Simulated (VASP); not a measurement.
# BaCo (P-6m2) in VASP: single point with PBE

Aim: the single point of BaCo with PBE.

All numbers are computed with VASP 6.6.1; they aren't measurements. Logs are shortened: lines on timing, memory, paths and dates and some standing lists are left out, and cuts for length are marked.

## (1) The cell of the first run

The structure is hexagonal, space group P-6m2 (No. 187). The conventional cell has a = 3.229 Å, b = 3.229 Å, c = 5.273 Å, α = 90.00°, β = 90.00°, γ = 120.00°. Within 4.2 Å of Ba (site symmetry -6m2) lie 6 Co at 3.23 Å and 6 Ba at 3.23 Å. Within 4.2 Å of Co (site symmetry -6m2) lie 6 Ba at 3.23 Å and 6 Co at 3.23 Å.

## (2) Single point, PBE

INCAR reads:

```
  PREC = Accurate
  ENCUT = 600
  EDIFF = 1E-6
  ISMEAR = -1
  SIGMA = 0.1
  LREAL = F
  LASPH = T
  NELM = 120
  ALGO = Normal
  ISIF = 2
  LWAVE = F
  LCHARG = F
  GGA = PE
  NBANDS = 16
  GGA_COMPAT = F
```

KPOINTS reads:

```
regular mesh
0
Gamma
  7 7 4
```

POSCAR reads:

```
BaCo
1.0
    3.2291000000      0.0000000000      0.0000000000
   -1.6145500000      2.7964830000      0.0000000000
    0.0000000000      0.0000000000      5.2730990000
Ba Co
1 1
Direct
    0.0000000000      0.0000000000      0.0000000000
    0.3333330000      0.6666670000      0.5000000000
```

Potentials or basis: VASP PAW PBE potentials, release 64 (Ba_sv, Co).

Started as:

```console
> cat potpaw_PBE.64/Ba_sv/POTCAR potpaw_PBE.64/Co/POTCAR > POTCAR
> mpirun -np 1 vasp_std > vasp.out
```

OUTCAR:

```text
PREC = Accurate
   ENCUT = 600
   EDIFF = 1E-6
   ISMEAR = -1
   LREAL = F
   LASPH = T
   NELM = 120
   ISIF = 2
   GGA = PE

 ion  position               nearest neighbor table
   1  0.000  0.000  0.000-   2 3.23   2 3.23   2 3.23   2 3.23   2 3.23   2 3.23
   2  0.333  0.667  0.500-   1 3.23   1 3.23   1 3.23   1 3.23   1 3.23   1 3.23

  LATTYP: Found a hexagonal cell.
 ALAT       =     3.2291000000
 C/A-ratio  =     1.6329934037

  Lattice vectors:

 A1 = (   3.2291000000,   0.0000000000,   0.0000000000)
 A2 = (  -1.6145500000,   2.7964830000,   0.0000000000)
 A3 = (   0.0000000000,   0.0000000000,   5.2730990000)

Analysis of symmetry for initial positions (statically):
=====================================================================
 Subroutine PRICEL returns:
 Original cell was already a primitive cell.

 Routine SETGRP: Setting up the symmetry group for a
 hexagonal supercell.

 Subroutine GETGRP returns: Found 12 space group operations
 (whereof 12 operations were pure point group operations)
 out of a pool of 24 trial point group operations.

The static configuration has the point symmetry D_3h.

Analysis of symmetry for dynamics (positions and initial velocities):
=====================================================================
 Subroutine PRICEL returns:
 Original cell was already a primitive cell.

 Routine SETGRP: Setting up the symmetry group for a
 hexagonal supercell.

 Subroutine GETGRP returns: Found 12 space group operations
 (whereof 12 operations were pure point group operations)
 out of a pool of 24 trial point group operations.

The dynamic configuration has the point symmetry D_3h.

 Subroutine INISYM returns: Found 12 space group operations
 (whereof 12 operations are pure point group operations),
 and found     1 'primitive' translations

----------------------------------------------------------------------------------------

                                     Primitive cell

  volume of cell :      47.6167

  direct lattice vectors                    reciprocal lattice vectors
     3.229100000  0.000000000  0.000000000     0.309683813  0.178796009  0.000000000
    -1.614550000  2.796483000  0.000000000     0.000000000  0.357592018  0.000000000
     0.000000000  0.000000000  5.273099000     0.000000000  0.000000000  0.189641803

  length of vectors
     3.229100000  3.229100319  5.273099000     0.357592054  0.357592018  0.189641803

  position of ions in fractional coordinates (direct lattice)
     0.000000000  0.000000000  0.000000000
     0.333333000  0.666667000  0.500000000

  ion indices of the primitive-cell ions
   primitive index   ion index
                 1           1
                 2           2

----------------------------------------------------------------------------------------

 KPOINTS: regular mesh

Automatic generation of k-mesh.
 Grid dimensions read from file:
 generate k-points for:    7    7    4

 Generating k-lattice:

  Cartesian coordinates                     Fractional coordinates (reciprocal lattice)
     0.044240545  0.025542287  0.000000000     0.142857143  0.000000000  0.000000000
     0.000000000  0.051084574  0.000000000     0.000000000  0.142857143  0.000000000
     0.000000000  0.000000000  0.047410451     0.000000000  0.000000000  0.250000000

  Length of vectors
     0.051084579  0.051084574  0.047410451

  Shift w.r.t. Gamma in fractional coordinates (k-lattice)
     0.000000000  0.000000000  0.000000000

 Subroutine IBZKPT returns following result:
 ===========================================

 Found     24 irreducible k-points:

 Following reciprocal coordinates:
            Coordinates               Weight
  0.000000  0.000000  0.000000      1.000000
  0.142857  0.000000  0.000000      6.000000
  0.285714  0.000000  0.000000      6.000000
  0.428571 -0.000000  0.000000      6.000000
  0.142857  0.142857  0.000000      6.000000
  0.285714  0.142857  0.000000     12.000000
[... 16 lines left out ...]
  0.428571  0.142857  0.500000      6.000000
  0.285714  0.285714  0.500000      6.000000
   k-points           NKPTS =     24   k-points in BZ     NKDIM =     24   number of bands    NBANDS=     16
   number of dos      NEDOS =    301   number of ions     NIONS =      2
   total plane-waves  NPLWV =  32928
   dimension x,y,z NGX =    28 NGY =   28 NGZ =   42
   dimension x,y,z NGXF=    56 NGYF=   56 NGZF=   84
   ions per type =               1   1
   NGX,Y,Z   is equivalent  to a cutoff of  14.42, 14.42, 13.24 a.u.
   NGXF,Y,Z  is equivalent  to a cutoff of  28.83, 28.83, 26.48 a.u.
 SYSTEM =  unknown system
   PREC   = accura    normal or accurate (medium, high low for compatibility)
   ISTART =      0    job   : 0-new  1-cont  2-samecut
   ICHARG =      2    charge: 1-file 2-atom 10-const
   ISPIN  =      1    spin polarized calculation?
   LNONCOLLINEAR =      F non collinear calculations
   LSORBIT =      F    spin-orbit coupling
   LASPH  =      T    aspherical Exc in radial PAW
   ENCUT  =  600.0 eV  44.10 Ry    6.64 a.u.   6.45  6.45 10.53*2*pi/ulx,y,z
   NELM   =    120;   NELMIN=  2; NELMDL= -5     # of ELM steps
   EDIFF  = 0.1E-05   stopping-criterion for ELM
   LREAL  =      F    real-space projection
   EDIFFG = 0.1E-04   stopping-criterion for IOM
   NSW    =      0    number of steps for IOM
   IBRION =     -1    ionic relax: 0-MD 1-quasi-New 2-CG
   NFREE  =      0    steps in history (QN), initial steepest desc. (CG)
   ISIF   =      2    stress and relaxation
   ISYM   =      2    0-nonsym 1-usesym 2-fastsym
   POTIM  = 0.5000    time-step for ionic-motion
   TEBEG  =    0.0;   TEEND  =   0.0 temperature during run
   PSTRESS=    0.0 pullay stress
   NELECT =      19.0000    total number of electrons
   NUPDOWN=      -1.0000    fix difference up-down
   EMIN   =  10.00;   EMAX   =-10.00  energy-range for DOS
   EFERMI =   0.00;   METHOD = LEGACY
   ISMEAR =    -1;   SIGMA  =   0.10  broadening in eV -4-tet -1-fermi 0-gaus
   EFERMI_NEDOS =   21; number of points for ismear=-14 and -15
   IALGO  =     38    algorithm
   IMIX   =      4    mixing-type and parameters
     AMIX     =   0.40;   BMIX     =  1.00
     AMIX_MAG =   1.60;   BMIX_MAG =  1.00
  volume/ion in A,a.u.               =      23.81       160.67
  Fermi-wavevector in a.u.,A,eV,Ry     =   1.205238  2.277570 19.763806  1.452599
  Thomas-Fermi vector in A             =   2.340940
   LORBIT       =      0    0 simple, 1 ext, 2 COOP (PROOUT), +10 PAW based schemes
   GGA     = PE    functional components
   LHFCALC =     F    Hartree Fock is set to
   AEXX    =    0.0000 exact exchange contribution
   IVDW    =     0    specifies the selected vdW correction
   LEPSILON=     F    determine dielectric tensor
   LRPA    =     F    only Hartree local field effects (RPA)
 non-spin polarized calculation
  energy-cutoff  :      600.00
  volume of cell :       47.62
 maximum number of plane-waves:      1617
 NGX is ok and might be reduce to    28
   NGX = 13   NGY = 13   NGZ = 21

 number of electron      18.9999999 magnetization

 Free energy of the ion-electron system (eV)
  ---------------------------------------------------
  ext. energy  EPLUGINS =         0.00000000
  ---------------------------------------------------
  free energy    TOTEN  =        -6.16761251 eV

  energy without entropy =       -6.04013967  energy(sigma->0) =       -6.10387609

 E-fermi :   4.8619     XC(G=0): -10.3917

 val. band max:        4.6936314379   @ k =   0.4286  -0.0000   0.0000
 cond. band min:       4.9036747535   @ k =   0.2857   0.0000   0.2500
 fundamental gap:      0.2100433155
 Fermi energy:         4.8619227235

 k-point     1 :       0.0000    0.0000    0.0000
  band No.  band energies     occupation
      1     -24.0223      2.00000
      2      -9.0524      2.00000
      3      -6.7764      2.00000
      4      -6.7764      2.00000
      5       0.4537      2.00000
      6       3.6434      1.99999
[... 8 lines left out ...]
     15      12.6672      0.00000
     16      12.6672      0.00000

 k-point     2 :       0.1429    0.0000    0.0000
  band No.  band energies     occupation
      1     -23.8616      2.00000
      2      -8.8897      2.00000
      3      -7.7964      2.00000
      4      -7.0001      2.00000
      5       0.9035      2.00000
      6       3.8677      1.99990
[... 8 lines left out ...]
     15      12.2345      0.00000
     16      12.7659      0.00000

 k-point     3 :       0.2857    0.0000    0.0000
  band No.  band energies     occupation
      1     -23.4689      2.00000
      2      -9.6578      2.00000
      3      -8.4909      2.00000
      4      -7.4538      2.00000
      5       2.0639      2.00000
      6       3.5964      1.99999
[... 8 lines left out ...]
     15      11.4978      0.00000
     16      12.6035      0.00000

 k-point     4 :       0.4286   -0.0000    0.0000
  band No.  band energies     occupation
      1     -23.1144      2.00000
      2     -10.9373      2.00000
      3      -8.1287      2.00000
      4      -7.7790      2.00000
      5       3.0164      2.00000
      6       3.2447      2.00000
[... 8 lines left out ...]
     15      12.6911      0.00000
     16      14.2512      0.00000
[... 324 lines left out ...]
 k-point    22 :       0.2857    0.1429    0.5000
  band No.  band energies     occupation
      1     -23.1979      2.00000
      2     -10.3401      2.00000
      3      -8.2814      2.00000
      4      -8.2394      2.00000
      5       2.6825      2.00000
      6       3.8024      1.99995
[... 8 lines left out ...]
     15       9.6081      0.00000
     16      13.3691      0.00000

 k-point    23 :       0.4286    0.1429    0.5000
  band No.  band energies     occupation
      1     -23.0116      2.00000
      2     -10.8980      2.00000
      3      -8.5171      2.00000
      4      -8.0672      2.00000
      5       2.4544      2.00000
      6       3.7491      1.99997
[... 8 lines left out ...]
     15      10.9943      0.00000
     16      11.8816      0.00000

 k-point    24 :       0.2857    0.2857    0.5000
  band No.  band energies     occupation
      1     -22.9682      2.00000
      2     -10.4196      2.00000
      3      -9.4431      2.00000
      4      -8.0195      2.00000
      5       2.9094      2.00000
      6       3.7849      1.99996
[... 8 lines left out ...]
     15      10.2197      0.00000
     16      12.6079      0.00000

------------------------ aborting loop because EDIFF is reached ----------------------------------------

  FORCE on cell =-STRESS in cart. coord.  units (eV):
  Direction    XX          YY          ZZ          XY          YZ          ZX
  --------------------------------------------------------------------------------------
  -------------------------------------------------------------------------------------
  Total        2.2860623      2.2860629     -2.4718526      0.0000000      0.0000000      0.0000000
  in kB       76.9199585     76.9199788    -83.1713114      0.0000000      0.0000000      0.0000000
  external PRESSURE =      23.5562086 kB  Pullay stress =       0.0000000 kB

 VOLUME and BASIS-vectors are now :
 -----------------------------------------------------------------------------
  energy-cutoff  :      600.00
  volume of cell :       47.62
      direct lattice vectors                 reciprocal lattice vectors
     3.229100000  0.000000000  0.000000000     0.309683813  0.178796009  0.000000000
    -1.614550000  2.796483000  0.000000000     0.000000000  0.357592018  0.000000000
     0.000000000  0.000000000  5.273099000     0.000000000  0.000000000  0.189641803

 POSITION                                       TOTAL-FORCE (eV/Angst)
 -----------------------------------------------------------------------------------
      0.00000      0.00000      0.00000        -0.000000      0.000000      0.000000
     -0.00000      1.86432      2.63655         0.000000     -0.000000      0.000000
 -----------------------------------------------------------------------------------
    total drift:                                0.000129     -0.000076      0.000000

  FREE ENERGIE OF THE ION-ELECTRON SYSTEM (eV)
  ---------------------------------------------------
  free  energy   TOTEN  =        -6.1676125131 eV

  energy  without entropy=       -6.0401396737  energy(sigma->0) =       -6.10387609
```

It took 57 s on 1 thread of Intel Xeon 8259CL, shared host; peak memory 0.19 GiB.

What came out:

* Free energy: -6.1676 eV
* Pressure: 2.4 GPa

Caveat: spin-orbit coupling is left out, which moves the levels of the heavy elements. Spin polarisation is off, so any magnetic state and its effect on volume and gap are missing.
